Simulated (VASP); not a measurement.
Runs of VASP 6.6.1 on In3BiSb2. The structure is that of space group P3m1 (No. 156), or close to it. The cells are those of the table. 

```tsv
level	cell	gap on the mesh (eV)	pressure (GPa)	largest force (eV/Å)
PBE	a = 4.685, b = 4.685, c = 11.474 Å, angles 90.0, 90.0, 120.0°, 6 atoms	none	1.4	0.02
PBE	a = 4.648, b = 4.648, c = 11.377 Å, angles 90.0, 90.0, 120.0°, 6 atoms	none	2.4	0.03
PBE	a = 4.792, b = 4.792, c = 11.730 Å, angles 90.0, 90.0, 120.0°, 6 atoms	none	(c)	0.01
PBE	a = 4.697, b = 4.697, c = 11.497 Å, angles 90.0, 90.0, 120.0°, 6 atoms	none	(b)	0.01
r2SCAN	a = 4.589, b = 4.589, c = 11.240 Å, angles 90.0, 90.0, 120.0°, 6 atoms	none	2.9	(a)
```

Alike in all rows: task single point; potentials or basis VASP PAW PBE potentials, release 64 (Sb, Bi_d, In_d); no spin polarisation; k mesh 6 × 6 × 2; cutoff (eV) 520; smearing fermi-dirac 0.02 eV.

**Question.** Estimate the missing entries.

**Answer.** (a) 0.04; (b) 1.1; (c) -1.0.

Caveats: spin-orbit coupling is left out, which moves the levels of the heavy elements; the PAW data sets were made with another functional, which shifts forces and pressure a little (some runs).

A k mesh can miss the band edges, and the runs leave out spin-orbit coupling on Bi, In, Sb.

A gap of «none» marks levels without a gap at the run's occupations.
